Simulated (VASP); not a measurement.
A run of VASP 6.6.1 is set up as follows.

INCAR

```
SYSTEM = Ti
  PREC = Accurate
  ENCUT = 520
  EDIFF = 1E-6
  ISMEAR = 0
  SIGMA = 0.015
  LREAL = .False.
  LASPH = .True.
  NELM = 60
  ALGO = Fast
  ISIF = 2
  LWAVE = .False.
  LCHARG = .False.
  GGA = PE
  NBANDS = 12
```

The input KPOINTS:

```
Automatic mesh
0
Gamma
  11 11 11
  0 0 0
```

The input POSCAR:

```
Ti
1.0
   -1.6410000000      1.6410000000      1.6410000000
    1.6410000000     -1.6410000000      1.6410000000
    1.6410000000      1.6410000000     -1.6410000000
Ti
1
Direct
    0.0000000000      0.0000000000      0.0000000000
```

Potentials or basis: VASP PAW PBE potentials, release 64 (Ti_sv).

Run with:

```bash
$ cat potpaw_PBE.64/Ti_sv/POTCAR > POTCAR
$ mpirun -np 1 vasp_std > vasp.out
```

What does it give for the band gap on the k mesh?

Zero (band 6 reaches 8.90 eV, above the bottom of band 7 at 7.33 eV).

Predict the pressure.

-3.5 GPa.
